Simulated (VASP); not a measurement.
# Ti (P6_3/mmc) in VASP: single point with PBE

Aim: the single point of Ti with PBE.

All numbers are computed with VASP 6.6.1; they aren't measurements. Logs are shortened: lines on timing, memory, paths and dates and some standing lists are left out, and cuts for length are marked.

### Step 1. The cell of the first run

It takes space group P6_3/mmc (No. 194, hexagonal). Conventional cell: a = 2.938 Å, b = 2.938 Å, c = 4.790 Å, α = 90.00°, β = 90.00°, γ = 120.00°. Ti (site symmetry -6m2) has 12 Ti at 2.94 Å within 3.9 Å.

### Step 2. Single point, PBE (strain along c alone, the other axes held: +3.0 %)

File INCAR:

```
SYSTEM = Ti
PREC     = Accurate       ! precision mode
ENCUT    = 520            ! plane-wave cutoff, eV
EDIFF    = 1E-7           ! SCF threshold, eV
ISMEAR   = 0              ! smearing method
SIGMA    = 0.1            ! smearing width, eV
LREAL    = .FALSE.        ! projectors in reciprocal space
LASPH    = .TRUE.         ! aspherical terms in the spheres
NELM     = 100            ! most SCF steps
ALGO     = Fast           ! electronic algorithm
ISIF     = 2              ! what is computed and relaxed
LWAVE    = .FALSE.        ! write WAVECAR
LCHARG   = .FALSE.        ! write CHGCAR
GGA      = PE             ! functional
NBANDS   = 19             ! bands
```

File KPOINTS:

```
regular mesh
0
G
  24 24 12
  0 0 0
```

File POSCAR:

```
Ti
1.0
    2.9384580613      0.0000000000      0.0000000000
   -1.4692290307      2.5447793291      0.0000000000
    0.0000000000      0.0000000000      4.7901530345
Ti
2
Direct
    0.3333333333      0.6666666667      0.2500000000
    0.6666666667      0.3333333333      0.7500000000
```

Potentials or basis: VASP PAW PBE potentials, release 64 (Ti_sv).

The run is started by

```
$ cat potpaw_PBE.64/Ti_sv/POTCAR > POTCAR
$ mpirun -np 1 vasp_std > vasp.out
```

OUTCAR:

```text
SYSTEM = Ti
   PREC = Accurate
   ENCUT = 520
   EDIFF = 1E-7
   ISMEAR = 0
   LREAL = .FALSE.
   LASPH = .TRUE.
   NELM = 100
   ISIF = 2
   GGA = PE

 ion  position               nearest neighbor table
   1  0.333  0.667  0.250-
   2  0.667  0.333  0.750-

  LATTYP: Found a hexagonal cell.
 ALAT       =     2.9384580613
 C/A-ratio  =     1.6301587209

  Lattice vectors:

 A1 = (   2.9384580613,   0.0000000000,   0.0000000000)
 A2 = (  -1.4692290307,   2.5447793291,   0.0000000000)
 A3 = (   0.0000000000,   0.0000000000,   4.7901530345)

Analysis of symmetry for initial positions (statically):
=====================================================================
 Subroutine PRICEL returns:
 Original cell was already a primitive cell.

 Routine SETGRP: Setting up the symmetry group for a
 hexagonal supercell.

 Subroutine GETGRP returns: Found 24 space group operations
 (whereof 12 operations were pure point group operations)
 out of a pool of 24 trial point group operations.

The static configuration has the point symmetry D_3d.
 The point group associated with its full space group is D_6h.

Analysis of symmetry for dynamics (positions and initial velocities):
=====================================================================
 Subroutine PRICEL returns:
 Original cell was already a primitive cell.

 Routine SETGRP: Setting up the symmetry group for a
 hexagonal supercell.

 Subroutine GETGRP returns: Found 24 space group operations
 (whereof 12 operations were pure point group operations)
 out of a pool of 24 trial point group operations.

The dynamic configuration has the point symmetry D_3d.
 The point group associated with its full space group is D_6h.

 Subroutine INISYM returns: Found 24 space group operations
 (whereof 12 operations are pure point group operations),
 and found     1 'primitive' translations

----------------------------------------------------------------------------------------

                                     Primitive cell

  volume of cell :      35.8195

  direct lattice vectors                    reciprocal lattice vectors
     2.938458061  0.000000000  0.000000000     0.340314539  0.196480691  0.000000000
    -1.469229031  2.544779329  0.000000000     0.000000000  0.392961381  0.000000000
     0.000000000  0.000000000  4.790153035     0.000000000  0.000000000  0.208761598

  length of vectors
     2.938458061  2.938458061  4.790153035     0.392961381  0.392961381  0.208761598

  position of ions in fractional coordinates (direct lattice)
     0.333333333  0.666666667  0.250000000
     0.666666667  0.333333333  0.750000000

  ion indices of the primitive-cell ions
   primitive index   ion index
                 1           1
                 2           2

----------------------------------------------------------------------------------------

 KPOINTS: regular mesh

Automatic generation of k-mesh.
 Grid dimensions read from file:
 generate k-points for:   24   24   12

 Generating k-lattice:

  Cartesian coordinates                     Fractional coordinates (reciprocal lattice)
     0.014179772  0.008186695  0.000000000     0.041666667  0.000000000  0.000000000
     0.000000000  0.016373391  0.000000000     0.000000000  0.041666667  0.000000000
     0.000000000  0.000000000  0.017396800     0.000000000  0.000000000  0.083333333

  Length of vectors
     0.016373391  0.016373391  0.017396800

  Shift w.r.t. Gamma in fractional coordinates (k-lattice)
     0.000000000  0.000000000  0.000000000

 Subroutine IBZKPT returns following result:
 ===========================================

 Found    427 irreducible k-points:

 Following reciprocal coordinates:
            Coordinates               Weight
  0.000000  0.000000  0.000000      1.000000
  0.041667 -0.000000  0.000000      6.000000
  0.083333 -0.000000  0.000000      6.000000
  0.125000  0.000000  0.000000      6.000000
  0.166667 -0.000000  0.000000      6.000000
  0.208333  0.000000  0.000000      6.000000
[... 16 lines left out ...]
  0.416667  0.041667  0.000000     12.000000
  0.458333  0.041667  0.000000     12.000000
 [... further k-points ...]
   k-points           NKPTS =    427   k-points in BZ     NKDIM =    427   number of bands    NBANDS=     19
   number of dos      NEDOS =    301   number of ions     NIONS =      2
   total plane-waves  NPLWV =  20736
   dimension x,y,z NGX =    24 NGY =   24 NGZ =   36
   dimension x,y,z NGXF=    48 NGYF=   48 NGZF=   72
   ions per type =               2
   NGX,Y,Z   is equivalent  to a cutoff of  13.58, 13.58, 12.49 a.u.
   NGXF,Y,Z  is equivalent  to a cutoff of  27.16, 27.16, 24.99 a.u.
 SYSTEM =  Ti
   PREC   = accura    normal or accurate (medium, high low for compatibility)
   ISTART =      0    job   : 0-new  1-cont  2-samecut
   ICHARG =      2    charge: 1-file 2-atom 10-const
   ISPIN  =      1    spin polarized calculation?
   LNONCOLLINEAR =      F non collinear calculations
   LSORBIT =      F    spin-orbit coupling
   LASPH  =      T    aspherical Exc in radial PAW
   ENCUT  =  520.0 eV  38.22 Ry    6.18 a.u.   5.46  5.46  8.91*2*pi/ulx,y,z
   NELM   =    100;   NELMIN=  2; NELMDL= -5     # of ELM steps
   EDIFF  = 0.1E-06   stopping-criterion for ELM
   LREAL  =      F    real-space projection
   EDIFFG = 0.1E-05   stopping-criterion for IOM
   NSW    =      0    number of steps for IOM
   IBRION =     -1    ionic relax: 0-MD 1-quasi-New 2-CG
   NFREE  =      0    steps in history (QN), initial steepest desc. (CG)
   ISIF   =      2    stress and relaxation
   ISYM   =      2    0-nonsym 1-usesym 2-fastsym
   POTIM  = 0.5000    time-step for ionic-motion
   TEBEG  =    0.0;   TEEND  =   0.0 temperature during run
   PSTRESS=    0.0 pullay stress
   NELECT =      24.0000    total number of electrons
   NUPDOWN=      -1.0000    fix difference up-down
   EMIN   =  10.00;   EMAX   =-10.00  energy-range for DOS
   EFERMI =   0.00;   METHOD = LEGACY
   ISMEAR =     0;   SIGMA  =   0.10  broadening in eV -4-tet -1-fermi 0-gaus
   EFERMI_NEDOS =   21; number of points for ismear=-14 and -15
   IALGO  =     68    algorithm
   IMIX   =      4    mixing-type and parameters
     AMIX     =   0.40;   BMIX     =  1.00
     AMIX_MAG =   1.60;   BMIX_MAG =  1.00
  volume/ion in A,a.u.               =      17.91       120.86
  Fermi-wavevector in a.u.,A,eV,Ry     =   1.432536  2.707101 27.921327  2.052160
  Thomas-Fermi vector in A             =   2.552153
   LORBIT       =      0    0 simple, 1 ext, 2 COOP (PROOUT), +10 PAW based schemes
   GGA     = PE    functional components
   LHFCALC =     F    Hartree Fock is set to
   AEXX    =    0.0000 exact exchange contribution
   IVDW    =     0    specifies the selected vdW correction
   LEPSILON=     F    determine dielectric tensor
   LRPA    =     F    only Hartree local field effects (RPA)
 non-spin polarized calculation
 RMM-DIIS sequential band-by-band and
 Gauss-broadening in eV      SIGMA  =   0.10
  energy-cutoff  :      520.00
  volume of cell :       35.82
 maximum number of plane-waves:       990
 NGX is ok and might be reduce to    24
   NGX = 11   NGY = 11   NGZ = 17

 number of electron      23.9999994 magnetization

 Free energy of the ion-electron system (eV)
  ---------------------------------------------------
  ext. energy  EPLUGINS =         0.00000000
  ---------------------------------------------------
  free energy    TOTEN  =       -15.65840386 eV

  energy without entropy =      -15.64833450  energy(sigma->0) =      -15.65336918

 E-fermi :   8.0131     XC(G=0): -11.3538

 val. band max:        8.0123625871   @ k =   0.3333   0.3333   0.2500
 cond. band min:       8.0147499714   @ k =   0.3333   0.2917   0.2500
 fundamental gap:      0.0023873843
 Fermi energy:         8.0131027967

 k-point     1 :       0.0000    0.0000    0.0000
  band No.  band energies     occupation
      1     -48.8909      2.00000
      2     -48.7829      2.00000
      3     -25.4253      2.00000
      4     -24.8400      2.00000
      5     -24.8400      2.00000
      6     -24.8229      2.00000
[... 11 lines left out ...]
     18       9.7188      0.00000
     19      11.0590      0.00000

 k-point     2 :       0.0417   -0.0000    0.0000
  band No.  band energies     occupation
      1     -48.8893      2.00000
      2     -48.7821      2.00000
      3     -25.4218      2.00000
      4     -24.8478      2.00000
      5     -24.8425      2.00000
      6     -24.8241      2.00000
[... 11 lines left out ...]
     18       9.6919      0.00000
     19      11.0727      0.00000

 k-point     3 :       0.0833   -0.0000    0.0000
  band No.  band energies     occupation
      1     -48.8846      2.00000
      2     -48.7798      2.00000
      3     -25.4116      2.00000
      4     -24.8707      2.00000
      5     -24.8497      2.00000
      6     -24.8278      2.00000
[... 11 lines left out ...]
     18       9.6168      0.00000
     19      11.1079      0.00000

 k-point     4 :       0.1250    0.0000    0.0000
  band No.  band energies     occupation
      1     -48.8770      2.00000
      2     -48.7763      2.00000
      3     -25.3951      2.00000
      4     -24.9073      2.00000
      5     -24.8610      2.00000
      6     -24.8339      2.00000
[... 11 lines left out ...]
     18       9.5059      0.00000
     19      11.1560      0.00000

 k-point     5 :       0.1667   -0.0000    0.0000
  band No.  band energies     occupation
      1     -48.8670      2.00000
      2     -48.7718      2.00000
      3     -25.3728      2.00000
      4     -24.9551      2.00000
      5     -24.8783      2.00000
      6     -24.8755      2.00000
[... 11 lines left out ...]
     18       9.7006      0.00000
     19      11.2072      0.00000
[... 334 lines left out ...]
      2     -48.7516      2.00000
      3     -25.2279      2.00000
      4     -25.2121      2.00000
      5     -25.1235      2.00000
      6     -24.9521      2.00000
[... 11 lines left out ...]
     18      11.0426      0.00000
     19      11.3468      0.00000

 k-point    22 :       0.3750    0.0417    0.0000
  band No.  band energies     occupation
      1     -48.7973      2.00000
      2     -48.7498      2.00000
      3     -25.2547      2.00000
      4     -25.1961      2.00000
      5     -25.1614      2.00000
      6     -24.9647      2.00000
[... 11 lines left out ...]
     18      11.3600      0.00000
     19      11.3736      0.00000

 k-point    23 :       0.4167    0.0417    0.0000
  band No.  band energies     occupation
      1     -48.7888      2.00000
      2     -48.7491      2.00000
      3     -25.2849      2.00000
      4     -25.1879      2.00000
      5     -25.1701      2.00000
      6     -24.9735      2.00000
[... 11 lines left out ...]
     18      11.3680      0.00000
     19      11.7584      0.00000

 k-point    24 :       0.4583    0.0417    0.0000
  band No.  band energies     occupation
      1     -48.7841      2.00000
      2     -48.7490      2.00000
      3     -25.3004      2.00000
      4     -25.2016      2.00000
      5     -25.1547      2.00000
      6     -24.9780      2.00000
[... 11 lines left out ...]
     18      11.4358      0.00000
     19      12.1636      0.00000

 [... further k-points ...]

------------------------ aborting loop because EDIFF is reached ----------------------------------------

  FORCE on cell =-STRESS in cart. coord.  units (eV):
  Direction    XX          YY          ZZ          XY          YZ          ZX
  --------------------------------------------------------------------------------------
  -------------------------------------------------------------------------------------
  Total       -0.5369160     -0.5369160     -1.2408663      0.0000000     -0.0000000     -0.0000000
  in kB      -24.0158479    -24.0158479    -55.5030143      0.0000000     -0.0000000     -0.0000000
  external PRESSURE =     -34.5115700 kB  Pullay stress =       0.0000000 kB

 VOLUME and BASIS-vectors are now :
 -----------------------------------------------------------------------------
  energy-cutoff  :      520.00
  volume of cell :       35.82
      direct lattice vectors                 reciprocal lattice vectors
     2.938458061  0.000000000  0.000000000     0.340314539  0.196480691  0.000000000
    -1.469229031  2.544779329  0.000000000     0.000000000  0.392961381  0.000000000
     0.000000000  0.000000000  4.790153035     0.000000000  0.000000000  0.208761598

 POSITION                                       TOTAL-FORCE (eV/Angst)
 -----------------------------------------------------------------------------------
     -0.00000      1.69652      1.19754        -0.000000     -0.000000      0.000000
      1.46923      0.84826      3.59261         0.000000      0.000000      0.000000
 -----------------------------------------------------------------------------------
    total drift:                               -0.000000      0.000000     -0.000000

  FREE ENERGIE OF THE ION-ELECTRON SYSTEM (eV)
  ---------------------------------------------------
  free  energy   TOTEN  =       -15.6584038639 eV

  energy  without entropy=      -15.6483345016  energy(sigma->0) =      -15.65336918
```

Run time: 8.7 min. Hardware: 1 thread of Intel Xeon Platinum 8488C (Sapphire Rapids), shared host; peak memory 0.35 GiB.

What came out:

* Free energy: -15.6584 eV
* Pressure: -3.5 GPa
* Band gap on the k mesh: zero (bands 12 and 13 overlap by 1.02 eV)

Stress tensor (GPa, compression positive):
```
-2.40  0.00  0.00
 0.00 -2.40  0.00
 0.00  0.00 -5.55
```

Levels at points of the mesh, in eV from the Fermi level:
```csv
k point,band 10,band 11,band 12,band 13,band 14,band 15
"(0.00, 0.00, 0.00)",-2.64,0.44,0.69,0.79,0.79,1.22
"(0.50, 0.00, 0.00)",-2.06,-1.79,-0.55,0.50,0.61,1.02
"(0.00, 0.00, 0.50)",-4.38,-0.03,-0.03,0.74,0.74,0.74
"(0.50, 0.00, 0.50)",-2.46,-0.83,-0.83,1.27,1.27,1.75
```

Caveat: the cell differs from its parent crystal (strain along c alone, the other axes held: +3.0 %); the cell stands under tension.
